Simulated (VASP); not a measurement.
Set up this calculation in VASP 6.6.1, as the native input.

| Property | Result |
| --- | --- |
| Task | single point |
| Functional | RPBE |
| Potentials or basis | VASP PAW PBE potentials, release 64 (K_sv, Pd) |
| Cutoff | 520 eV |
| k mesh | 4 × 4 × 4 |
| Occupations | fermi-dirac, width 0.05 eV |
| Spin | no spin polarisation |
| Dipole correction | no |
| Further INCAR settings | ALGO = Normal; EDIFF = 1e-06; NBANDS = 26 |

The structure of K3Pd lies in POSCAR:

```
K3Pd
1.0
    5.4450130000      0.0000000000      0.0000000000
    0.0000000000      5.4450130000      0.0000000000
    0.0000000000      0.0000000000      5.4450130000
K Pd
3 1
Direct
    0.5000000000      0.5000000000      0.0000000000
    0.5000000000      0.0000000000      0.5000000000
    0.0000000000      0.5000000000      0.5000000000
    0.0000000000      0.0000000000      0.0000000000
```

One way to write it, as run:

INCAR

```
ALGO = Normal
EDIFF = 1E-6
ENCUT = 520
GGA = RP
ISIF = 2
ISMEAR = -1
LASPH = T
LCHARG = T
LELF = T
LREAL = F
LVHAR = T
LWAVE = F
NBANDS = 26
NELM = 80
PREC = Accurate
SIGMA = 0.05
```

KPOINTS

```
k-points
0
Gamma
  4 4 4
```

Potentials or basis: VASP PAW PBE potentials, release 64 (K_sv, Pd).

The run is started by

```console
$ cat potpaw_PBE.64/K_sv/POTCAR potpaw_PBE.64/Pd/POTCAR > POTCAR
$ mpirun -np 1 vasp_std > vasp.out
```

Results of the run:

```
Pressure : 0.9 GPa
```

Caveat: the PAW data sets were made with another functional, which shifts forces and pressure a little.

Run time: 34 s on 1 thread of Intel(R) Xeon(R) Platinum 8375C CPU @ 2.90GHz (Ice Lake), on a shared host, peak memory 0.24 GiB.
